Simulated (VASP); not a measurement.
Runs of VASP 6.6.1 on B2SbAs. It takes space group P-4m2 (No. 115, tetragonal). The conventional cell has a = 3.547 Å, b = 3.547 Å, c = 5.034 Å, α = 90.00°, β = 90.00°, γ = 90.00°. Within 2.8 Å of As (site symmetry -4m2) lie 4 B at 2.12 Å. B (site symmetry 2mm) has 2 As at 2.12 Å and 2 Sb at 2.23 Å within 2.8 Å. Within 3.0 Å of Sb (site symmetry -4m2) lie 4 B at 2.23 Å. 

```tsv
level	potentials or basis	k mesh	cutoff (eV)	grid for exact exchange (PRECFOCK)	screening parameter	gap on the mesh (eV)	pressure (GPa)	largest force (eV/Å)
PBE	VASP PAW PBE potentials, release 64 (As, B, Sb)	6 × 6 × 4	500	-	-	0.83	2.2	0.07
PBE	VASP PAW PBE potentials, release 64 (As, B, Sb)	4 × 4 × 4	500	-	-	0.83	2.3	0.09
HSE06	VASP PAW PBE potentials, release 64 (As, B, Sb)	4 × 4 × 4	520	Normal	0.2079 1/Å	(a)	-1.7	(b)
PBE	VASP PAW PBE potentials, release 64 (As, B, Sb)	4 × 4 × 4	520	-	-	0.83	2.3	0.09
LDA	VASP PAW LDA potentials, release 64 (As, B, Sb)	4 × 4 × 4	500	-	-	0.79	-3.3	0.09
r2SCAN	VASP PAW PBE potentials, release 64 (As, B, Sb)	4 × 4 × 4	520	-	-	0.97	0.5	0.08
```

Alike in all rows: task single point; no spin polarisation; cell as given; smearing gaussian 0.01 eV.

**Question.** Fill in the values left out.

**Answer.** (a) 1.46; (b) 0.02.

Caveats: some runs use coarse meshes; spin-orbit coupling is left out, which moves the levels of the heavy elements; the PAW data sets were made with another functional, which shifts forces and pressure a little (some runs).

A k mesh can miss the band edges, and the runs leave out spin-orbit coupling on As, Sb.
